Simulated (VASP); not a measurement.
# ReP (F-43m) in VASP: notebook

Runs on ReP. Level: PBEsol. Tasks: single point.

Everything below comes from runs of VASP 6.6.1. Logs are shortened: lines on timing, memory, paths and dates and some standing lists are left out, and cuts for length are marked.

**1. The cell of the first run**

Symmetry: F-43m, No. 216, cubic system. The conventional cell has a = 5.329 Å, b = 5.329 Å, c = 5.329 Å, α = 90.00°, β = 90.00°, γ = 90.00°. Re (site symmetry -43m) has 4 P at 2.31 Å within 3.0 Å. Within 3.0 Å of P (site symmetry -43m) lie 4 Re at 2.31 Å.

**2. Single point, PBEsol (18.91 Å³/atom)**

Contents of INCAR:

```
SYSTEM = ReP
ALGO = Normal
EDIFF = 1E-6
ENCUT = 560
GGA = PS
GGA_COMPAT = .False.
ISIF = 2
ISMEAR = 0
LASPH = .True.
LCHARG = .False.
LREAL = .False.
LWAVE = .False.
NBANDS = 17
NELM = 120
PREC = Accurate
SIGMA = 0.05
```

Contents of KPOINTS:

```
k-points
0
Gamma
  12 12 12
  0 0 0
```

Contents of POSCAR:

```
ReP
1.0
    0.0000000000      2.6642753150      2.6642753150
    2.6642753150      0.0000000000      2.6642753150
    2.6642753150      2.6642753150      0.0000000000
Re P
1 1
Direct
    0.0000000000      0.0000000000      0.0000000000
    0.2500000000      0.2500000000      0.2500000000
```

Potentials or basis: VASP PAW PBE potentials, release 64 (Re_sv_GW, P).

Launch:

```
$ cat potpaw_PBE.64/Re_sv_GW/POTCAR potpaw_PBE.64/P/POTCAR > POTCAR
$ mpirun -np 1 vasp_std > vasp.out
```

OUTCAR:

```text
SYSTEM = ReP
   EDIFF = 1E-6
   ENCUT = 560
   GGA = PS
   ISIF = 2
   ISMEAR = 0
   LASPH = .True.
   LREAL = .False.
   NELM = 120
   PREC = Accurate

 ion  position               nearest neighbor table
   1  0.000  0.000  0.000-   2 2.31   2 2.31   2 2.31   2 2.31
   2  0.250  0.250  0.250-   1 2.31   1 2.31   1 2.31   1 2.31

  LATTYP: Found a face centered cubic cell.
 ALAT       =     5.3285506300

  Lattice vectors:

 A1 = (   0.0000000000,   2.6642753150,   2.6642753150)
 A2 = (   2.6642753150,   0.0000000000,   2.6642753150)
 A3 = (   2.6642753150,   2.6642753150,   0.0000000000)

Analysis of symmetry for initial positions (statically):
=====================================================================
 Subroutine PRICEL returns:
 Original cell was already a primitive cell.

 Routine SETGRP: Setting up the symmetry group for a
 face centered cubic supercell.

 Subroutine GETGRP returns: Found 24 space group operations
 (whereof 24 operations were pure point group operations)
 out of a pool of 48 trial point group operations.

The static configuration has the point symmetry T_d .

Analysis of symmetry for dynamics (positions and initial velocities):
=====================================================================
 Subroutine PRICEL returns:
 Original cell was already a primitive cell.

 Routine SETGRP: Setting up the symmetry group for a
 face centered cubic supercell.

 Subroutine GETGRP returns: Found 24 space group operations
 (whereof 24 operations were pure point group operations)
 out of a pool of 48 trial point group operations.

The dynamic configuration has the point symmetry T_d .

 Subroutine INISYM returns: Found 24 space group operations
 (whereof 24 operations are pure point group operations),
 and found     1 'primitive' translations

----------------------------------------------------------------------------------------

                                     Primitive cell

  volume of cell :      37.8240

  direct lattice vectors                    reciprocal lattice vectors
     0.000000000  2.664275315  2.664275315    -0.187668293  0.187668293  0.187668293
     2.664275315  0.000000000  2.664275315     0.187668293 -0.187668293  0.187668293
     2.664275315  2.664275315  0.000000000     0.187668293  0.187668293 -0.187668293

  length of vectors
     3.767854284  3.767854284  3.767854284     0.325051018  0.325051018  0.325051018

  position of ions in fractional coordinates (direct lattice)
     0.000000000  0.000000000  0.000000000
     0.250000000  0.250000000  0.250000000

  ion indices of the primitive-cell ions
   primitive index   ion index
                 1           1
                 2           2

----------------------------------------------------------------------------------------

 KPOINTS: k-points

Automatic generation of k-mesh.
 Grid dimensions read from file:
 generate k-points for:   12   12   12

 Generating k-lattice:

  Cartesian coordinates                     Fractional coordinates (reciprocal lattice)
    -0.015639024  0.015639024  0.015639024     0.083333333  0.000000000  0.000000000
     0.015639024 -0.015639024  0.015639024     0.000000000  0.083333333  0.000000000
     0.015639024  0.015639024 -0.015639024     0.000000000  0.000000000  0.083333333

  Length of vectors
     0.027087585  0.027087585  0.027087585

  Shift w.r.t. Gamma in fractional coordinates (k-lattice)
     0.000000000  0.000000000  0.000000000

 Subroutine IBZKPT returns following result:
 ===========================================

 Found     72 irreducible k-points:

 Following reciprocal coordinates:
            Coordinates               Weight
  0.000000  0.000000  0.000000      1.000000
  0.083333  0.000000  0.000000      8.000000
  0.166667  0.000000  0.000000      8.000000
  0.250000  0.000000  0.000000      8.000000
  0.333333  0.000000  0.000000      8.000000
  0.416667  0.000000  0.000000      8.000000
[... 16 lines left out ...]
  0.500000  0.166667  0.000000     24.000000
 -0.416667  0.166667  0.000000     24.000000
 [... further k-points ...]
   k-points           NKPTS =     72   k-points in BZ     NKDIM =     72   number of bands    NBANDS=     17
   number of dos      NEDOS =    301   number of ions     NIONS =      2
   total plane-waves  NPLWV =  27000
   dimension x,y,z NGX =    30 NGY =   30 NGZ =   30
   dimension x,y,z NGXF=    60 NGYF=   60 NGZF=   60
   ions per type =               1   1
   NGX,Y,Z   is equivalent  to a cutoff of  13.24, 13.24, 13.24 a.u.
   NGXF,Y,Z  is equivalent  to a cutoff of  26.47, 26.47, 26.47 a.u.
 SYSTEM =  ReP
   PREC   = accura    normal or accurate (medium, high low for compatibility)
   ISTART =      0    job   : 0-new  1-cont  2-samecut
   ICHARG =      2    charge: 1-file 2-atom 10-const
   ISPIN  =      1    spin polarized calculation?
   LNONCOLLINEAR =      F non collinear calculations
   LSORBIT =      F    spin-orbit coupling
   LASPH  =      T    aspherical Exc in radial PAW
   ENCUT  =  560.0 eV  41.16 Ry    6.42 a.u.   7.27  7.27  7.27*2*pi/ulx,y,z
   NELM   =    120;   NELMIN=  2; NELMDL= -5     # of ELM steps
   EDIFF  = 0.1E-05   stopping-criterion for ELM
   LREAL  =      F    real-space projection
   EDIFFG = 0.1E-04   stopping-criterion for IOM
   NSW    =      0    number of steps for IOM
   IBRION =     -1    ionic relax: 0-MD 1-quasi-New 2-CG
   NFREE  =      0    steps in history (QN), initial steepest desc. (CG)
   ISIF   =      2    stress and relaxation
   ISYM   =      2    0-nonsym 1-usesym 2-fastsym
   POTIM  = 0.5000    time-step for ionic-motion
   TEBEG  =    0.0;   TEEND  =   0.0 temperature during run
   PSTRESS=    0.0 pullay stress
   NELECT =      20.0000    total number of electrons
   NUPDOWN=      -1.0000    fix difference up-down
   EMIN   =  10.00;   EMAX   =-10.00  energy-range for DOS
   EFERMI =   0.00;   METHOD = LEGACY
   ISMEAR =     0;   SIGMA  =   0.05  broadening in eV -4-tet -1-fermi 0-gaus
   EFERMI_NEDOS =   21; number of points for ismear=-14 and -15
   IALGO  =     38    algorithm
   IMIX   =      4    mixing-type and parameters
     AMIX     =   0.40;   BMIX     =  1.00
     AMIX_MAG =   1.60;   BMIX_MAG =  1.00
  volume/ion in A,a.u.               =      18.91       127.62
  Fermi-wavevector in a.u.,A,eV,Ry     =   1.323820  2.501658 23.844216  1.752500
  Thomas-Fermi vector in A             =   2.453400
   LORBIT       =      0    0 simple, 1 ext, 2 COOP (PROOUT), +10 PAW based schemes
   GGA     = PS    functional components
   LHFCALC =     F    Hartree Fock is set to
   AEXX    =    0.0000 exact exchange contribution
   IVDW    =     0    specifies the selected vdW correction
   LEPSILON=     F    determine dielectric tensor
   LRPA    =     F    only Hartree local field effects (RPA)
 non-spin polarized calculation
 Gauss-broadening in eV      SIGMA  =   0.05
  energy-cutoff  :      560.00
  volume of cell :       37.82
 maximum number of plane-waves:      1158
 NGX is ok and might be reduce to    30
   NGX = 15   NGY = 15   NGZ = 15

 number of electron      19.9999999 magnetization

 Free energy of the ion-electron system (eV)
  ---------------------------------------------------
  ext. energy  EPLUGINS =         0.00000000
  ---------------------------------------------------
  free energy    TOTEN  =       -19.96012613 eV

  energy without entropy =      -19.95834467  energy(sigma->0) =      -19.95923540

 E-fermi :   7.2546     XC(G=0): -11.2480

 val. band max:        7.2426034812   @ k =   0.5000   0.0833   0.0000
 cond. band min:       7.2757849306   @ k =   0.4167   0.2500   0.0000
 fundamental gap:      0.0331814495
 Fermi energy:         7.2545739440

 k-point     1 :       0.0000    0.0000    0.0000
  band No.  band energies     occupation
      1     -72.2016      2.00000
      2     -34.0508      2.00000
      3     -34.0508      2.00000
      4     -34.0508      2.00000
      5      -5.0511      2.00000
      6       2.9348      2.00000
[... 9 lines left out ...]
     16      15.9506      0.00000
     17      15.9506      0.00000

 k-point     2 :       0.0833    0.0000    0.0000
  band No.  band energies     occupation
      1     -72.2015      2.00000
      2     -34.0543      2.00000
      3     -34.0513      2.00000
      4     -34.0513      2.00000
      5      -4.9624      2.00000
      6       2.8346      2.00000
[... 9 lines left out ...]
     16      15.9398      0.00000
     17      15.9398      0.00000

 k-point     3 :       0.1667    0.0000    0.0000
  band No.  band energies     occupation
      1     -72.2013      2.00000
      2     -34.0637      2.00000
      3     -34.0529      2.00000
      4     -34.0529      2.00000
      5      -4.7115      2.00000
      6       2.5954      2.00000
[... 9 lines left out ...]
     16      16.0780      0.00000
     17      16.0780      0.00000

 k-point     4 :       0.2500    0.0000    0.0000
  band No.  band energies     occupation
      1     -72.2010      2.00000
      2     -34.0758      2.00000
      3     -34.0551      2.00000
      4     -34.0551      2.00000
      5      -4.3457      2.00000
      6       2.3425      2.00000
[... 9 lines left out ...]
     16      16.5349      0.00000
     17      16.5349      0.00000
[... 343 lines left out ...]
      1     -72.2005      2.00000
      2     -34.0911      2.00000
      3     -34.0632      2.00000
      4     -34.0611      2.00000
      5      -3.6119      2.00000
      6       2.0520      2.00000
[... 9 lines left out ...]
     16      17.2525      0.00000
     17      17.6444      0.00000

 k-point    23 :       0.5000    0.1667    0.0000
  band No.  band energies     occupation
      1     -72.2003      2.00000
      2     -34.0967      2.00000
      3     -34.0659      2.00000
      4     -34.0615      2.00000
      5      -3.3832      2.00000
      6       2.1849      2.00000
[... 9 lines left out ...]
     16      17.6494      0.00000
     17      18.4315      0.00000

 k-point    24 :      -0.4167    0.1667    0.0000
  band No.  band energies     occupation
      1     -72.2003      2.00000
      2     -34.0973      2.00000
      3     -34.0675      2.00000
      4     -34.0606      2.00000
      5      -3.3529      2.00000
      6       2.3079      2.00000
[... 9 lines left out ...]
     16      17.4937      0.00000
     17      18.8894      0.00000

 [... further k-points ...]

------------------------ aborting loop because EDIFF is reached ----------------------------------------

  FORCE on cell =-STRESS in cart. coord.  units (eV):
  Direction    XX          YY          ZZ          XY          YZ          ZX
  --------------------------------------------------------------------------------------
  -------------------------------------------------------------------------------------
  Total       -1.6548333     -1.6548333     -1.6548333      0.0000000      0.0000000     -0.0000000
  in kB      -70.0966945    -70.0966945    -70.0966945      0.0000000      0.0000000     -0.0000000
  external PRESSURE =     -70.0966945 kB  Pullay stress =       0.0000000 kB

 VOLUME and BASIS-vectors are now :
 -----------------------------------------------------------------------------
  energy-cutoff  :      560.00
  volume of cell :       37.82
      direct lattice vectors                 reciprocal lattice vectors
     0.000000000  2.664275315  2.664275315    -0.187668293  0.187668293  0.187668293
     2.664275315  0.000000000  2.664275315     0.187668293 -0.187668293  0.187668293
     2.664275315  2.664275315  0.000000000     0.187668293  0.187668293 -0.187668293

 POSITION                                       TOTAL-FORCE (eV/Angst)
 -----------------------------------------------------------------------------------
      0.00000      0.00000      0.00000        -0.000000     -0.000000      0.000000
      1.33214      1.33214      1.33214         0.000000      0.000000     -0.000000
 -----------------------------------------------------------------------------------
    total drift:                               -0.000000     -0.000000     -0.000000

  FREE ENERGIE OF THE ION-ELECTRON SYSTEM (eV)
  ---------------------------------------------------
  free  energy   TOTEN  =       -19.9601261271 eV

  energy  without entropy=      -19.9583446692  energy(sigma->0) =      -19.95923540
```

Run time: 39 s. Hardware: 1 thread of Intel Xeon 6975P-C (Granite Rapids), shared host; peak memory 0.21 GiB.

Results:

```
Free energy            : -19.9601 eV
Pressure               : -7.0 GPa
Band gap on the k mesh : zero (bands 10 and 11 overlap by 0.40 eV)
```

Caveat: the cell stands under tension; the PAW data sets were made with another functional, which shifts forces and pressure a little; spin-orbit coupling is left out, which moves the levels of the heavy elements.

**3. Single point, PBEsol (17.82 Å³/atom)**

This run uses another cell than the first one, of 17.82 Å³/atom.

Contents of INCAR:

```
SYSTEM = ReP
  ALGO = Normal
  EDIFF = 1E-6
  ENCUT = 560
  GGA = PS
  GGA_COMPAT = .FALSE.
  ISIF = 2
  ISMEAR = 0
  LASPH = .TRUE.
  LCHARG = .FALSE.
  LREAL = .FALSE.
  LWAVE = .FALSE.
  NBANDS = 17
  NELM = 120
  PREC = Accurate
  SIGMA = 0.05
```

Contents of KPOINTS:

```
k-points
0
G
  12 12 12
  0 0 0
```

Contents of POSCAR:

```
ReP
1.0
    0.0000000000      2.6120210935      2.6120210935
    2.6120210935      0.0000000000      2.6120210935
    2.6120210935      2.6120210935      0.0000000000
Re P
1 1
Direct
    0.0000000000      0.0000000000      0.0000000000
    0.2500000000      0.2500000000      0.2500000000
```

Potentials or basis: VASP PAW PBE potentials, release 64 (Re_sv_GW, P).

Launch:

```
$ cat potpaw_PBE.64/Re_sv_GW/POTCAR potpaw_PBE.64/P/POTCAR > POTCAR
$ mpirun -np 1 vasp_std > vasp.out
```

Run time: 71 s. Hardware: 1 thread of AMD EPYC 7R43 (Zen 3), shared host; peak memory 0.17 GiB.

Results (log left out):

```
Free energy            : -19.9825 eV
Pressure               : 3.1 GPa
Band gap on the k mesh : zero (bands 10 and 11 overlap by 0.44 eV)
```

Levels at points of the mesh, in eV from the Fermi level:
```csv
k point,band 8,band 9,band 10,band 11,band 12,band 13
"(0.00, 0.00, 0.00)",-4.56,-0.83,-0.83,3.90,6.58,6.58
"(0.50, 0.00, 0.00)",-4.06,-0.25,-0.25,-0.07,3.79,3.79
"(0.50, 0.50, 0.00)",-2.56,-1.96,-0.17,0.46,1.25,1.25
```

Caveat: the cell stands under pressure; the PAW data sets were made with another functional, which shifts forces and pressure a little; spin-orbit coupling is left out, which moves the levels of the heavy elements.

The gap in the log of VASP goes by the Fermi energy; the results here count the filled bands.